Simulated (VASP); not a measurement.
# SiC (F-43m) in VASP: elastic constants with r2SCAN

Aim: the elastic constants of SiC with r2SCAN.

Program: VASP 6.6.1. These are calculated values, not measurements. Logs are shortened: lines on timing, memory, paths and dates and some standing lists are left out, and cuts for length are marked.

### 1 The cell of the first run

Symmetry: F-43m, No. 216, cubic system. The conventional cell has a = 4.203 Å, b = 4.203 Å, c = 4.203 Å, α = 90.00°, β = 90.00°, γ = 90.00°. Si (site symmetry -43m) has 4 C at 1.82 Å within 2.4 Å. C (site symmetry -43m) has 4 Si at 1.82 Å within 2.4 Å.

### 2 Elastic constants, r2SCAN

INCAR reads:

```
PREC = Accurate ; ENCUT = 600
EDIFF = 1E-8 ; ISMEAR = 0
SIGMA = 0.01 ; LREAL = False
LASPH = True ; NELM = 80
ALGO = Normal ; ISIF = 3
LWAVE = False ; LCHARG = False
METAGGA = R2SCAN ; LMIXTAU = True
IBRION = 6 ; NFREE = 2
POTIM = 0.015 ; NSW = 1
```

KPOINTS reads:

```
regular mesh
0
Gamma
  10 10 10
```

POSCAR reads:

```
SiC
1.0
    0.0000000000      2.1014697278      2.1014697278
    2.1014697278      0.0000000000      2.1014697278
    2.1014697278      2.1014697278      0.0000000000
Si C
1 1
Direct
    0.0000000000      0.0000000000      0.0000000000
    0.7500000000      0.7500000000      0.7500000000
```

Potentials or basis: VASP PAW PBE potentials, release 64 (Si, C).

Started as:

```sh
cat potpaw_PBE.64/Si/POTCAR potpaw_PBE.64/C/POTCAR > POTCAR
mpirun -np 1 vasp_std > vasp.out
```

OUTCAR:

```text
PREC = Accurate
   ENCUT = 600
   EDIFF = 1E-8
   ISMEAR = 0
   LREAL = False
   LASPH = True
   NELM = 80
   ISIF = 3
   METAGGA = R2SCAN
   IBRION = 6
   NFREE = 2
   POTIM = 0.015
   NSW = 1

 ion  position               nearest neighbor table
   1  0.000  0.000  0.000-   2 1.82   2 1.82   2 1.82   2 1.82
   2  0.750  0.750  0.750-   1 1.82   1 1.82   1 1.82   1 1.82

  LATTYP: Found a face centered cubic cell.
 ALAT       =     4.2029394556

  Lattice vectors:

 A1 = (   0.0000000000,   2.1014697278,   2.1014697278)
 A2 = (   2.1014697278,   0.0000000000,   2.1014697278)
 A3 = (   2.1014697278,   2.1014697278,   0.0000000000)

Analysis of symmetry for initial positions (statically):
=====================================================================
 Subroutine PRICEL returns:
 Original cell was already a primitive cell.

 Routine SETGRP: Setting up the symmetry group for a
 face centered cubic supercell.

 Subroutine GETGRP returns: Found 24 space group operations
 (whereof 24 operations were pure point group operations)
 out of a pool of 48 trial point group operations.

The static configuration has the point symmetry T_d .

Analysis of symmetry for dynamics (positions and initial velocities):
=====================================================================
 Subroutine PRICEL returns:
 Original cell was already a primitive cell.

 Routine SETGRP: Setting up the symmetry group for a
 face centered cubic supercell.

 Subroutine GETGRP returns: Found 24 space group operations
 (whereof 24 operations were pure point group operations)
 out of a pool of 48 trial point group operations.

The dynamic configuration has the point symmetry T_d .

 Subroutine INISYM returns: Found 24 space group operations
 (whereof 24 operations are pure point group operations),
 and found     1 'primitive' translations

----------------------------------------------------------------------------------------

                                     Primitive cell

  volume of cell :      18.5609

  direct lattice vectors                    reciprocal lattice vectors
     0.000000000  2.101469728  2.101469728    -0.237928719  0.237928719  0.237928719
     2.101469728  0.000000000  2.101469728     0.237928719 -0.237928719  0.237928719
     2.101469728  2.101469728  0.000000000     0.237928719  0.237928719 -0.237928719

  length of vectors
     2.971926990  2.971926990  2.971926990     0.412104630  0.412104630  0.412104630

  position of ions in fractional coordinates (direct lattice)
     0.000000000  0.000000000  0.000000000
     0.750000000  0.750000000  0.750000000

  ion indices of the primitive-cell ions
   primitive index   ion index
                 1           1
                 2           2

----------------------------------------------------------------------------------------

 KPOINTS: regular mesh

Automatic generation of k-mesh.
 Grid dimensions read from file:
 generate k-points for:   10   10   10

 Generating k-lattice:

  Cartesian coordinates                     Fractional coordinates (reciprocal lattice)
    -0.023792872  0.023792872  0.023792872     0.100000000  0.000000000  0.000000000
     0.023792872 -0.023792872  0.023792872     0.000000000  0.100000000  0.000000000
     0.023792872  0.023792872 -0.023792872     0.000000000  0.000000000  0.100000000

  Length of vectors
     0.041210463  0.041210463  0.041210463

  Shift w.r.t. Gamma in fractional coordinates (k-lattice)
     0.000000000  0.000000000  0.000000000

 Subroutine IBZKPT returns following result:
 ===========================================

 Found     47 irreducible k-points:

 Following reciprocal coordinates:
            Coordinates               Weight
  0.000000  0.000000  0.000000      1.000000
  0.100000  0.000000  0.000000      8.000000
[... 53 lines left out ...]
   NUPDOWN=      -1.0000    fix difference up-down
   EMIN   =  10.00;   EMAX   =-10.00  energy-range for DOS
   EFERMI =   0.00;   METHOD = LEGACY
   ISMEAR =     0;   SIGMA  =   0.01  broadening in eV -4-tet -1-fermi 0-gaus
   EFERMI_NEDOS =   21; number of points for ismear=-14 and -15
   IALGO  =     38    algorithm
   IMIX   =      4    mixing-type and parameters
     AMIX     =   0.40;   BMIX     =  1.00
     AMIX_MAG =   1.60;   BMIX_MAG =  1.00
  volume/ion in A,a.u.               =       9.28        62.63
  Fermi-wavevector in a.u.,A,eV,Ry     =   1.236626  2.336884 20.806624  1.529244
  Thomas-Fermi vector in A             =   2.371227
   LORBIT       =      0    0 simple, 1 ext, 2 COOP (PROOUT), +10 PAW based schemes
   METAGGA = R2SCAN    functional components
   LHFCALC =     F    Hartree Fock is set to
   AEXX    =    0.0000 exact exchange contribution
   IVDW    =     0    specifies the selected vdW correction
   LEPSILON=     F    determine dielectric tensor
   LRPA    =     F    only Hartree local field effects (RPA)
 finite differences with symmetry
 non-spin polarized calculation
 Gauss-broadening in eV      SIGMA  =   0.01
  energy-cutoff  :      600.00
  volume of cell :       18.56
 maximum number of plane-waves:       636
   NGX = 11   NGY = 11   NGZ = 11

--------------------------------------- Ionic step        1  -------------------------------------------

 number of electron       7.9999999 magnetization

 Free energy of the ion-electron system (eV)
  ---------------------------------------------------
  ext. energy  EPLUGINS =         0.00000000
  ---------------------------------------------------
  free energy    TOTEN  =       -19.15053867 eV

  energy without entropy =      -19.15053867  energy(sigma->0) =      -19.15053867

------------------------ aborting loop because EDIFF is reached ----------------------------------------

  FORCE on cell =-STRESS in cart. coord.  units (eV):
  Direction    XX          YY          ZZ          XY          YZ          ZX
  --------------------------------------------------------------------------------------
  -------------------------------------------------------------------------------------
  Total        3.4223470      3.4223470      3.4223470      0.0000000      0.0000000     -0.0000000
  in kB      295.4168198    295.4168198    295.4168198      0.0000000      0.0000000     -0.0000000
  external PRESSURE =     295.4168198 kB  Pullay stress =       0.0000000 kB
[... 89 lines left out ...]
  FREE ENERGIE OF THE ION-ELECTRON SYSTEM (eV)
  ---------------------------------------------------
  free  energy   TOTEN  =       -19.0924054735 eV

  energy  without entropy=      -19.0924054735  energy(sigma->0) =      -19.09240547

[... ionic steps 4 to 14 ...]

--------------------------------------- Ionic step       15  -------------------------------------------

 number of electron       7.9999999 magnetization

------------------------ aborting loop because EDIFF is reached ----------------------------------------
[... 67 lines left out ...]
--------------------------------------- Ionic step       17  -------------------------------------------

 number of electron       8.0000000 magnetization

 Free energy of the ion-electron system (eV)
  ---------------------------------------------------
  ext. energy  EPLUGINS =         0.00000000
  ---------------------------------------------------
  free energy    TOTEN  =       -19.14772949 eV

  energy without entropy =      -19.14772949  energy(sigma->0) =      -19.14772949

 E-fermi :   9.3582     XC(G=0): -12.4283

 val. band max:        9.3162376200   @ k =   0.0000   0.0000   0.0000
 cond. band min:      10.8872668937   @ k =   0.5000   0.5000   0.0000
 fundamental gap:      1.5710292738
 Fermi energy:         9.3582376496

 k-point     1 :       0.0000    0.0000    0.0000
  band No.  band energies     occupation
      1      -7.8293      2.00000
      2       9.1625      2.00000
      3       9.2406      2.00000
      4       9.3162      2.00000
      5      17.4568      0.00000
      6      17.9210      0.00000
      7      17.9478      0.00000
      8      17.9753      0.00000
[... 243 lines left out ...]
 k-point    24 :       0.4000    0.3000    0.0000
  band No.  band energies     occupation
      1      -4.2920      2.00000
      2       3.2885      2.00000
      3       5.7299      2.00000
      4       6.3289      2.00000
      5      12.6544      0.00000
      6      15.9114      0.00000
      7      23.0378      0.00000
      8      23.1487      0.00000

 [... further k-points ...]

------------------------ aborting loop because EDIFF is reached ----------------------------------------

  FORCE on cell =-STRESS in cart. coord.  units (eV):
  Direction    XX          YY          ZZ          XY          YZ          ZX
  --------------------------------------------------------------------------------------
  -------------------------------------------------------------------------------------
  Total        3.4212063      3.4294099      3.4294099      0.0000000     -0.2097004      0.0000000
  in kB      295.3183550    296.0264897    296.0264897      0.0000000    -18.1013282      0.0000000
  external PRESSURE =     295.7904448 kB  Pullay stress =       0.0000000 kB
[... 17 lines left out ...]
  FREE ENERGIE OF THE ION-ELECTRON SYSTEM (eV)
  ---------------------------------------------------
  free  energy   TOTEN  =       -19.1477294915 eV

  energy  without entropy=      -19.1477294915  energy(sigma->0) =      -19.14772949

 INTERNAL STRAIN TENSORS FROM STRAINED CELLS
 ============================================

 INTERNAL STRAIN TENSOR FOR ION    1 for displacements in x,y,z  (eV/Angst):
          X           Y           Z          XY          YZ          ZX
  --------------------------------------------------------------------------------
  x    -0.00000    -0.00000     0.00000     0.00000   -13.98387    -0.00000
  y    -0.00000    -0.00000     0.00000    -0.00000     0.00000   -13.98345
  z    -0.00000    -0.00000     0.00000   -13.98124     0.00000    -0.00000

 INTERNAL STRAIN TENSORS FROM DISPLACED ATOMS
 ============================================

 INTERNAL STRAIN TENSOR FOR ION    1 for displacements in x,y,z  (eV/Angst):
          X           Y           Z          XY          YZ          ZX
  --------------------------------------------------------------------------------
  x    -0.00000     0.00000     0.00000     0.00000   -13.98240     0.00000
  y     0.00000    -0.00000     0.00000     0.00000     0.00000   -13.98240
  z     0.00000     0.00000    -0.00000   -13.98240     0.00000     0.00000

 INTERNAL STRAIN TENSOR FOR ION    2 for displacements in x,y,z  (eV/Angst):
          X           Y           Z          XY          YZ          ZX
  --------------------------------------------------------------------------------
  x    -0.00000     0.00000     0.00000     0.00000    13.98011     0.00000
  y     0.00000    -0.00000     0.00000     0.00000     0.00000    13.98011
  z     0.00000     0.00000    -0.00000    13.98011     0.00000     0.00000

 Eigenvectors and eigenvalues of the dynamical matrix
 ----------------------------------------------------

   1 f  =   26.942372 THz   169.283919 2PiTHz  898.700808 cm-1   111.424649 meV
             X         Y         Z           dx          dy          dz
      0.000000  0.000000  0.000000    -0.547348    0.000000    0.000000
      3.152205  3.152205  3.152205     0.836905    0.000000    0.000000
[... 21 lines left out ...]
   6 f/i=    0.001000 THz     0.006281 2PiTHz    0.033346 cm-1     0.004134 meV
             X         Y         Z           dx          dy          dz
      0.000000  0.000000  0.000000     0.000000    0.000000    0.836905
      3.152205  3.152205  3.152205     0.000000    0.000000    0.547348

--------------------------------------------------------------------------------------------------------

 ELASTIC MODULI CONTR FROM IONIC RELAXATION (kBar)
 Direction    XX          YY          ZZ          XY          YZ          ZX
 --------------------------------------------------------------------------------
 XX          -0.0000     -0.0000     -0.0000     -0.0000     -0.0000     -0.0000
 YY          -0.0000     -0.0000     -0.0000     -0.0000     -0.0000     -0.0000
 ZZ          -0.0000     -0.0000     -0.0000     -0.0000     -0.0000     -0.0000
 XY          -0.0000     -0.0000     -0.0000   -675.2533      0.0000      0.0000
 YZ          -0.0000     -0.0000     -0.0000      0.0000   -675.2533      0.0000
 ZX          -0.0000     -0.0000     -0.0000      0.0000      0.0000   -675.2533
 --------------------------------------------------------------------------------

 TOTAL ELASTIC MODULI (kBar)
 Direction    XX          YY          ZZ          XY          YZ          ZX
 --------------------------------------------------------------------------------
 XX        4927.6798   2101.5806   2101.5806     -0.0000     -0.0000     -0.0000
 YY        2101.5806   4927.6798   2101.5806      0.0000      0.0000     -0.0000
 ZZ        2101.5806   2101.5806   4927.6798      0.0000      0.0000     -0.0000
 XY          -0.0000      0.0000      0.0000   3099.4180     -0.0000      0.0000
 YZ          -0.0000      0.0000      0.0000     -0.0000   3099.4180      0.0000
 ZX          -0.0000     -0.0000     -0.0000      0.0000      0.0000   3099.4180
 --------------------------------------------------------------------------------
```

It took 16 min on 1 thread of AMD EPYC 9R45 (Zen 5), shared host; peak memory 0.21 GiB.

What came out:

```yaml
Elastic_constants_C11_C12_C44: 493, 210, 310 GPa
Voigt_bulk_modulus: 304 GPa
Highest_phonon_frequency_at_Γ_LO-TO_splitting_left_out: 899 cm⁻¹
```

Phonon frequencies in cm⁻¹ (negative: imaginary):
| q point | frequencies |
| --- | --- |
| (0.000, 0.000, 0.000) | 0 0 0 899 899 899 |

Elastic tensor in Voigt notation (GPa, in the Cartesian axes of the cell as first typed):
```
493 210 210   0   0   0
210 493 210   0   0   0
210 210 493   0   0   0
  0   0   0 310   0   0
  0   0   0   0 310   0
  0   0   0   0   0 310
```

Clamped-ion elastic tensor (GPa):
```
493 210 210   0   0   0
210 493 210   0   0   0
210 210 493   0   0   0
  0   0   0 377   0   0
  0   0   0   0 377   0
  0   0   0   0   0 377
```

Caveat: the cell is under stress, which shifts elastic constants; the PAW data sets were made with another functional, which shifts forces and pressure a little.
